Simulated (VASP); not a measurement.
# P (Fd-3m) in VASP: a series of runs

P is run at these levels: BLYP; tasks: single point.

Program: VASP 6.6.1. These are calculated values, not measurements. Logs are shortened: lines on timing, memory, paths and dates and some standing lists are left out, and cuts for length are marked.

## 1. The cell of the first run

Symmetry: Fd-3m, No. 227, cubic system. Conventional cell: a = 5.476 Å, b = 5.476 Å, c = 5.476 Å, α = 90.00°, β = 90.00°, γ = 90.00°. P (site symmetry -43m) has 4 P at 2.37 Å within 3.1 Å.

## 2. Single point, BLYP (volume scaled by 0.88)

INCAR reads:

```
SYSTEM = P
PREC = Accurate
ENCUT = 520
EDIFF = 1E-6
ISMEAR = -1
SIGMA = 0.1
LREAL = .False.
LASPH = .True.
NELM = 60
ALGO = Normal
ISIF = 2
LWAVE = .False.
LCHARG = .False.
GGA = B5
ALDAX = 1.0
AGGAX = 1.0
AGGAC = 1.0
ALDAC = 0.0
NBANDS = 12
```

KPOINTS reads:

```
regular mesh
0
Gamma
  11 11 11
  0 0 0
```

POSCAR reads:

```
P
1.0
    0.0000000000      2.7381790424      2.7381790424
    2.7381790424      0.0000000000      2.7381790424
    2.7381790424      2.7381790424      0.0000000000
P
2
Direct
    0.1250000000      0.1250000000      0.1250000000
    0.8750000000      0.8750000000      0.8750000000
```

Potentials or basis: VASP PAW PBE potentials, release 64 (P).

Run with:

```
$ cat potpaw_PBE.64/P/POTCAR > POTCAR
$ mpirun -np 1 vasp_std > vasp.out
```

OUTCAR:

```text
SYSTEM = P
   PREC = Accurate
   ENCUT = 520
   EDIFF = 1E-6
   ISMEAR = -1
   LREAL = .False.
   LASPH = .True.
   NELM = 60
   ISIF = 2
   GGA = B5

 ion  position               nearest neighbor table
   1  0.125  0.125  0.125-   2 2.37   2 2.37   2 2.37   2 2.37
   2  0.875  0.875  0.875-   1 2.37   1 2.37   1 2.37   1 2.37

  LATTYP: Found a face centered cubic cell.
 ALAT       =     5.4763580848

  Lattice vectors:

 A1 = (   0.0000000000,   2.7381790424,   2.7381790424)
 A2 = (   2.7381790424,   0.0000000000,   2.7381790424)
 A3 = (   2.7381790424,   2.7381790424,   0.0000000000)

Analysis of symmetry for initial positions (statically):
=====================================================================
 Subroutine PRICEL returns:
 Original cell was already a primitive cell.

 Routine SETGRP: Setting up the symmetry group for a
 face centered cubic supercell.

 Subroutine GETGRP returns: Found 48 space group operations
 (whereof 12 operations were pure point group operations)
 out of a pool of 48 trial point group operations.

The static configuration has the point symmetry D_3d.
 The point group associated with its full space group is O_h .

Analysis of symmetry for dynamics (positions and initial velocities):
=====================================================================
 Subroutine PRICEL returns:
 Original cell was already a primitive cell.

 Routine SETGRP: Setting up the symmetry group for a
 face centered cubic supercell.

 Subroutine GETGRP returns: Found 48 space group operations
 (whereof 12 operations were pure point group operations)
 out of a pool of 48 trial point group operations.

The dynamic configuration has the point symmetry D_3d.
 The point group associated with its full space group is O_h .

 Subroutine INISYM returns: Found 48 space group operations
 (whereof 12 operations are pure point group operations),
 and found     1 'primitive' translations

----------------------------------------------------------------------------------------

                                     Primitive cell

  volume of cell :      41.0597

  direct lattice vectors                    reciprocal lattice vectors
     0.000000000  2.738179042  2.738179042    -0.182603107  0.182603107  0.182603107
     2.738179042  0.000000000  2.738179042     0.182603107 -0.182603107  0.182603107
     2.738179042  2.738179042  0.000000000     0.182603107  0.182603107 -0.182603107

  length of vectors
     3.872369938  3.872369938  3.872369938     0.316277859  0.316277859  0.316277859

  position of ions in fractional coordinates (direct lattice)
     0.125000000  0.125000000  0.125000000
     0.875000000  0.875000000  0.875000000

  ion indices of the primitive-cell ions
   primitive index   ion index
                 1           1
                 2           2

----------------------------------------------------------------------------------------

 KPOINTS: regular mesh

Automatic generation of k-mesh.
 Grid dimensions read from file:
 generate k-points for:   11   11   11

 Generating k-lattice:

  Cartesian coordinates                     Fractional coordinates (reciprocal lattice)
    -0.016600282  0.016600282  0.016600282     0.090909091  0.000000000  0.000000000
     0.016600282 -0.016600282  0.016600282     0.000000000  0.090909091  0.000000000
     0.016600282  0.016600282 -0.016600282     0.000000000  0.000000000  0.090909091

  Length of vectors
     0.028752533  0.028752533  0.028752533

  Shift w.r.t. Gamma in fractional coordinates (k-lattice)
     0.000000000  0.000000000  0.000000000

 Subroutine IBZKPT returns following result:
 ===========================================

 Found     56 irreducible k-points:

 Following reciprocal coordinates:
            Coordinates               Weight
  0.000000  0.000000  0.000000      1.000000
  0.090909  0.000000  0.000000      8.000000
  0.181818  0.000000  0.000000      8.000000
  0.272727  0.000000  0.000000      8.000000
  0.363636  0.000000  0.000000      8.000000
  0.454545  0.000000  0.000000      8.000000
[... 16 lines left out ...]
 -0.272727  0.181818  0.000000     24.000000
 -0.181818  0.181818  0.000000     12.000000
 [... further k-points ...]
   k-points           NKPTS =     56   k-points in BZ     NKDIM =     56   number of bands    NBANDS=     12
   number of dos      NEDOS =    301   number of ions     NIONS =      2
   total plane-waves  NPLWV =  27000
   dimension x,y,z NGX =    30 NGY =   30 NGZ =   30
   dimension x,y,z NGXF=    60 NGYF=   60 NGZF=   60
   ions per type =               2
   NGX,Y,Z   is equivalent  to a cutoff of  12.88, 12.88, 12.88 a.u.
   NGXF,Y,Z  is equivalent  to a cutoff of  25.76, 25.76, 25.76 a.u.
 SYSTEM =  P
   PREC   = accura    normal or accurate (medium, high low for compatibility)
   ISTART =      0    job   : 0-new  1-cont  2-samecut
   ICHARG =      2    charge: 1-file 2-atom 10-const
   ISPIN  =      1    spin polarized calculation?
   LNONCOLLINEAR =      F non collinear calculations
   LSORBIT =      F    spin-orbit coupling
   LASPH  =      T    aspherical Exc in radial PAW
   ENCUT  =  520.0 eV  38.22 Ry    6.18 a.u.   7.20  7.20  7.20*2*pi/ulx,y,z
   NELM   =     60;   NELMIN=  2; NELMDL= -5     # of ELM steps
   EDIFF  = 0.1E-05   stopping-criterion for ELM
   LREAL  =      F    real-space projection
   EDIFFG = 0.1E-04   stopping-criterion for IOM
   NSW    =      0    number of steps for IOM
   IBRION =     -1    ionic relax: 0-MD 1-quasi-New 2-CG
   NFREE  =      0    steps in history (QN), initial steepest desc. (CG)
   ISIF   =      2    stress and relaxation
   ISYM   =      2    0-nonsym 1-usesym 2-fastsym
   POTIM  = 0.5000    time-step for ionic-motion
   TEBEG  =    0.0;   TEEND  =   0.0 temperature during run
   PSTRESS=    0.0 pullay stress
   NELECT =      10.0000    total number of electrons
   NUPDOWN=      -1.0000    fix difference up-down
   EMIN   =  10.00;   EMAX   =-10.00  energy-range for DOS
   EFERMI =   0.00;   METHOD = LEGACY
   ISMEAR =    -1;   SIGMA  =   0.10  broadening in eV -4-tet -1-fermi 0-gaus
   EFERMI_NEDOS =   21; number of points for ismear=-14 and -15
   IALGO  =     38    algorithm
   IMIX   =      4    mixing-type and parameters
     AMIX     =   0.40;   BMIX     =  1.00
     AMIX_MAG =   1.60;   BMIX_MAG =  1.00
  volume/ion in A,a.u.               =      20.53       138.54
  Fermi-wavevector in a.u.,A,eV,Ry     =   1.022358  1.931976 14.221025  1.045216
  Thomas-Fermi vector in A             =   2.156033
   LORBIT       =      0    0 simple, 1 ext, 2 COOP (PROOUT), +10 PAW based schemes
   GGA     = B5    functional components
   LHFCALC =     F    Hartree Fock is set to
   AEXX    =    0.0000 exact exchange contribution
   IVDW    =     0    specifies the selected vdW correction
   LEPSILON=     F    determine dielectric tensor
   LRPA    =     F    only Hartree local field effects (RPA)
 non-spin polarized calculation
  energy-cutoff  :      520.00
  volume of cell :       41.06
 maximum number of plane-waves:      1123
 NGX is ok and might be reduce to    30
   NGX = 15   NGY = 15   NGZ = 15

 number of electron      10.0000002 magnetization

 Free energy of the ion-electron system (eV)
  ---------------------------------------------------
  ext. energy  EPLUGINS =         0.00000000
  ---------------------------------------------------
  free energy    TOTEN  =        -8.22061313 eV

  energy without entropy =       -8.18689947  energy(sigma->0) =       -8.20375630

 E-fermi :   6.3983     XC(G=0):  -8.8877

 val. band max:        6.3960975398   @ k =   0.2727   0.1818   0.0909
 cond. band min:       6.4405687594   @ k =   0.4545   0.3636   0.0909
 fundamental gap:      0.0444712195
 Fermi energy:         6.3983434371

 k-point     1 :       0.0000    0.0000    0.0000
  band No.  band energies     occupation
      1      -8.5858      2.00000
      2       2.8515      2.00000
      3       3.3574      2.00000
      4       3.3574      2.00000
      5       3.3574      2.00000
      6       6.5230      0.44667
      7       6.5230      0.44667
      8       6.5230      0.44667
      9      12.7040      0.00000
     10      13.3771      0.00000
     11      13.3771      0.00000
     12      16.7989      0.00000

 k-point     2 :       0.0909    0.0000    0.0000
  band No.  band energies     occupation
      1      -8.4925      2.00000
      2       1.5925      2.00000
      3       3.2344      2.00000
      4       3.2344      2.00000
      5       4.2325      2.00000
      6       6.7121      0.08320
      7       6.7121      0.08320
      8       6.8029      0.03441
      9      13.0668      0.00000
     10      13.1340      0.00000
     11      13.1340      0.00000
     12      16.5225      0.00000

 k-point     3 :       0.1818    0.0000    0.0000
  band No.  band energies     occupation
      1      -8.2181      2.00000
      2       0.0680      2.00000
      3       2.9596      2.00000
      4       2.9596      2.00000
      5       4.5283      2.00000
      6       7.1362      0.00125
      7       7.1362      0.00125
      8       7.8284      0.00000
      9      12.8226      0.00000
     10      12.8226      0.00000
     11      13.8424      0.00000
     12      16.2225      0.00000
[... 286 lines left out ...]
 k-point    23 :      -0.2727    0.1818    0.0000
  band No.  band energies     occupation
      1      -7.1266      2.00000
      2      -2.4951      2.00000
      3       0.9100      2.00000
      4       2.4377      2.00000
      5       5.6580      1.99878
      6       8.1150      0.00000
      7       8.1820      0.00000
      8       9.5659      0.00000
      9      12.2359      0.00000
     10      14.1859      0.00000
     11      15.2648      0.00000
     12      17.3905      0.00000

 k-point    24 :      -0.1818    0.1818    0.0000
  band No.  band energies     occupation
      1      -7.6312      2.00000
      2      -1.4910      2.00000
      3       1.3747      2.00000
      4       2.7591      2.00000
      5       5.5649      1.99952
      6       7.5839      0.00001
      7       7.7358      0.00000
      8       8.9708      0.00000
      9      11.9823      0.00000
     10      14.0433      0.00000
     11      14.8049      0.00000
     12      17.3237      0.00000

 [... further k-points ...]

------------------------ aborting loop because EDIFF is reached ----------------------------------------

  FORCE on cell =-STRESS in cart. coord.  units (eV):
  Direction    XX          YY          ZZ          XY          YZ          ZX
  --------------------------------------------------------------------------------------
  -------------------------------------------------------------------------------------
  Total        1.5083794      1.5083794      1.5083794     -0.0000000      0.0000000      0.0000000
  in kB       58.8580219     58.8580219     58.8580219     -0.0000000      0.0000000      0.0000000
  external PRESSURE =      58.8580219 kB  Pullay stress =       0.0000000 kB

 VOLUME and BASIS-vectors are now :
 -----------------------------------------------------------------------------
  energy-cutoff  :      520.00
  volume of cell :       41.06
      direct lattice vectors                 reciprocal lattice vectors
     0.000000000  2.738179042  2.738179042    -0.182603107  0.182603107  0.182603107
     2.738179042  0.000000000  2.738179042     0.182603107 -0.182603107  0.182603107
     2.738179042  2.738179042  0.000000000     0.182603107  0.182603107 -0.182603107

 POSITION                                       TOTAL-FORCE (eV/Angst)
 -----------------------------------------------------------------------------------
      0.68454      0.68454      0.68454         0.000000     -0.000000     -0.000000
      4.79181      4.79181      4.79181        -0.000000      0.000000      0.000000
 -----------------------------------------------------------------------------------
    total drift:                               -0.000000      0.000000      0.000000

  FREE ENERGIE OF THE ION-ELECTRON SYSTEM (eV)
  ---------------------------------------------------
  free  energy   TOTEN  =        -8.2206131298 eV

  energy  without entropy=       -8.1868994708  energy(sigma->0) =       -8.20375630
```

Wall time 26 s (1 thread of Intel Xeon Platinum 8488C (Sapphire Rapids), shared host); peak memory 0.16 GiB.

What came out:

```
Free energy            : -8.2206 eV
Pressure               : 5.9 GPa
Band gap on the k mesh : zero (band 5 reaches 7.22 eV, above the bottom of band 6 at 5.56 eV)
```

Caveat: the PAW data sets were made with another functional, which shifts forces and pressure a little.

## 3. Single point, BLYP (volume scaled by 0.92)

INCAR reads:

```
AGGAC    = 1.0          
AGGAX    = 1.0          
ALDAC    = 0.0          
ALDAX    = 1.0          
ALGO     = Normal         # electronic algorithm
EDIFF    = 1E-6           # SCF threshold, eV
ENCUT    = 520            # plane-wave cutoff, eV
GGA      = B5             # functional
ISIF     = 2              # what is computed and relaxed
ISMEAR   = -1             # smearing method
LASPH    = T              # aspherical terms in the spheres
LCHARG   = F              # write CHGCAR
LREAL    = F              # projectors in reciprocal space
LWAVE    = F              # write WAVECAR
NBANDS   = 12             # bands
NELM     = 80             # most SCF steps
PREC     = Accurate       # precision mode
SIGMA    = 0.1            # smearing width, eV
```

KPOINTS reads:

```
k-points
0
Gamma
  11 11 11
```

POSCAR reads:

```
P
1.0
    0.0000000000      2.7790534124      2.7790534124
    2.7790534124      0.0000000000      2.7790534124
    2.7790534124      2.7790534124      0.0000000000
P
2
Direct
    0.1250000000      0.1250000000      0.1250000000
    0.8750000000      0.8750000000      0.8750000000
```

Potentials or basis: VASP PAW PBE potentials, release 64 (P).

Run with:

```
$ cat potpaw_PBE.64/P/POTCAR > POTCAR
$ mpirun -np 1 vasp_std > vasp.out
```

OUTCAR:

```text
EDIFF = 1E-6
   ENCUT = 520
   GGA = B5
   ISIF = 2
   ISMEAR = -1
   LASPH = T
   LREAL = F
   NELM = 80
   PREC = Accurate

 ion  position               nearest neighbor table
   1  0.125  0.125  0.125-   2 2.41   2 2.41   2 2.41   2 2.41
   2  0.875  0.875  0.875-   1 2.41   1 2.41   1 2.41   1 2.41

  LATTYP: Found a face centered cubic cell.
 ALAT       =     5.5581068248

  Lattice vectors:

 A1 = (   0.0000000000,   2.7790534124,   2.7790534124)
 A2 = (   2.7790534124,   0.0000000000,   2.7790534124)
 A3 = (   2.7790534124,   2.7790534124,   0.0000000000)

Analysis of symmetry for initial positions (statically):
=====================================================================
 Subroutine PRICEL returns:
 Original cell was already a primitive cell.

 Routine SETGRP: Setting up the symmetry group for a
 face centered cubic supercell.

 Subroutine GETGRP returns: Found 48 space group operations
 (whereof 12 operations were pure point group operations)
 out of a pool of 48 trial point group operations.

The static configuration has the point symmetry D_3d.
 The point group associated with its full space group is O_h .

Analysis of symmetry for dynamics (positions and initial velocities):
=====================================================================
 Subroutine PRICEL returns:
 Original cell was already a primitive cell.

 Routine SETGRP: Setting up the symmetry group for a
 face centered cubic supercell.

 Subroutine GETGRP returns: Found 48 space group operations
 (whereof 12 operations were pure point group operations)
 out of a pool of 48 trial point group operations.

The dynamic configuration has the point symmetry D_3d.
 The point group associated with its full space group is O_h .

 Subroutine INISYM returns: Found 48 space group operations
 (whereof 12 operations are pure point group operations),
 and found     1 'primitive' translations
[... 120 lines left out ...]
   GGA     = B5    functional components
   LHFCALC =     F    Hartree Fock is set to
   AEXX    =    0.0000 exact exchange contribution
   IVDW    =     0    specifies the selected vdW correction
   LEPSILON=     F    determine dielectric tensor
   LRPA    =     F    only Hartree local field effects (RPA)
 non-spin polarized calculation
  energy-cutoff  :      520.00
  volume of cell :       42.93
 maximum number of plane-waves:      1179
 NGX is ok and might be reduce to    30
   NGX = 15   NGY = 15   NGZ = 15

 number of electron      10.0000000 magnetization

 Free energy of the ion-electron system (eV)
  ---------------------------------------------------
  ext. energy  EPLUGINS =         0.00000000
  ---------------------------------------------------
  free energy    TOTEN  =        -8.27614344 eV

  energy without entropy =       -8.24193531  energy(sigma->0) =       -8.25903938

 E-fermi :   5.8896     XC(G=0):  -8.7056

 val. band max:        5.8813515777   @ k =   0.0909   0.0909   0.0000
 cond. band min:       5.9288451890   @ k =   0.4545   0.3636   0.0909
 fundamental gap:      0.0474936113
 Fermi energy:         5.8895509452

 k-point     1 :       0.0000    0.0000    0.0000
  band No.  band energies     occupation
      1      -8.7068      2.00000
      2       2.0246      2.00000
      3       3.0017      2.00000
      4       3.0017      2.00000
      5       3.0017      2.00000
      6       6.0906      0.23616
      7       6.0906      0.23616
      8       6.0906      0.23616
      9      12.1218      0.00000
     10      12.9514      0.00000
     11      12.9514      0.00000
     12      16.2280      0.00000
[... 331 lines left out ...]
 k-point    24 :      -0.1818    0.1818    0.0000
  band No.  band energies     occupation
      1      -7.7941      2.00000
      2      -1.9007      2.00000
      3       1.1111      2.00000
      4       2.4252      2.00000
      5       4.9731      1.99979
      6       7.1080      0.00001
      7       7.2385      0.00000
      8       8.4141      0.00000
      9      11.6018      0.00000
     10      13.5065      0.00000
     11      14.1552      0.00000
     12      16.7547      0.00000

 [... further k-points ...]

------------------------ aborting loop because EDIFF is reached ----------------------------------------

  FORCE on cell =-STRESS in cart. coord.  units (eV):
  Direction    XX          YY          ZZ          XY          YZ          ZX
  --------------------------------------------------------------------------------------
  -------------------------------------------------------------------------------------
  Total        0.9784113      0.9784113      0.9784113     -0.0000000     -0.0000000     -0.0000000
  in kB       36.5183680     36.5183680     36.5183680     -0.0000000     -0.0000000     -0.0000000
  external PRESSURE =      36.5183680 kB  Pullay stress =       0.0000000 kB

 VOLUME and BASIS-vectors are now :
 -----------------------------------------------------------------------------
  energy-cutoff  :      520.00
  volume of cell :       42.93
      direct lattice vectors                 reciprocal lattice vectors
     0.000000000  2.779053412  2.779053412    -0.179917377  0.179917377  0.179917377
     2.779053412  0.000000000  2.779053412     0.179917377 -0.179917377  0.179917377
     2.779053412  2.779053412  0.000000000     0.179917377  0.179917377 -0.179917377

 POSITION                                       TOTAL-FORCE (eV/Angst)
 -----------------------------------------------------------------------------------
      0.69476      0.69476      0.69476         0.000000      0.000000      0.000000
      4.86334      4.86334      4.86334        -0.000000     -0.000000     -0.000000
 -----------------------------------------------------------------------------------
    total drift:                               -0.000000      0.000000      0.000000

  FREE ENERGIE OF THE ION-ELECTRON SYSTEM (eV)
  ---------------------------------------------------
  free  energy   TOTEN  =        -8.2761434440 eV

  energy  without entropy=       -8.2419353120  energy(sigma->0) =       -8.25903938
```

Run time: 26 s. Hardware: 1 thread of Intel Xeon Platinum 8488C (Sapphire Rapids), shared host; peak memory 0.17 GiB.

Results:

- Free energy: -8.2761 eV
- Pressure: 3.7 GPa
- Band gap on the k mesh: zero (band 5 reaches 6.68 eV, above the bottom of band 6 at 5.15 eV)

Levels at points of the mesh, in eV from the Fermi level:
```csv
k point,band 1,band 2,band 3,band 4,band 5,band 6,band 7,band 8,band 9,band 10
"(0.00, 0.00, 0.00)",-14.60,-3.86,-2.89,-2.89,-2.89,0.20,0.20,0.20,6.23,7.06
```

Caveat: the PAW data sets were made with another functional, which shifts forces and pressure a little.
